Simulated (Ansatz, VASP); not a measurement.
## GePt2: VASP beside Ansatz

```
Ge Pt
1.0
     7.01425    0.00000    0.00000
    -3.50713    6.07452    0.00000
     0.00000    0.00000    3.45868
Ge Pt
3 6
Cartesian
  3.5071 2.0248 0.0000
  0.0000 4.0497 0.0000
  0.0000 0.0000 1.7293
  4.3694 0.0000 1.7293
  1.3224 2.2905 1.7293
  4.8295 3.7840 1.7293
  -0.9992 1.7307 0.0000
  2.5079 4.3438 0.0000
  1.9985 0.0000 0.0000
```

Change from the starting cell: strain +0.0375 x Voigt [1, 1, 0, 0, 0, 0], atoms carried along.

Alike in both runs: task single point; functional PBEsol; k mesh 6 × 6 × 12; occupations gaussian, width 0.15 eV; no spin polarisation.

```csv
,VASP,Ansatz
version,VASP 6.6.1,Ansatz 0.2.0
potentials or method,"VASP PAW PBE potentials, release 64 (Ge_d, Pt), cutoff 520 eV","scalar-relativistic, plane waves, PAW"
valence electrons in the cell,102,150
```

|  | VASP | Ansatz | Ansatz less VASP |
| --- | --- | --- | --- |
| gap on the k mesh at the Fermi level (eV) | none | none | - |
| pressure (GPa) | -14.3 | -14.3 | +0.03 |
| traceless stress, the component that is largest in VASP (GPa) | 3.14 | 3.18 | +0.040 |
| rms of the force components (eV/Å) | 0.117 | 0.118 | +0.0010 |

VASP's potentials were made for PBE, not for PBEsol. Atom by atom the forces differ by 0.001 eV/Å (rms over components). A gap of «none» marks a metal or a gap that the smearing closes. VASP's potentials hold 102 valence electrons a cell and Ansatz's 150, so a difference there can come from the potentials and not from the codes.

Neither program's run includes spin-orbit coupling.
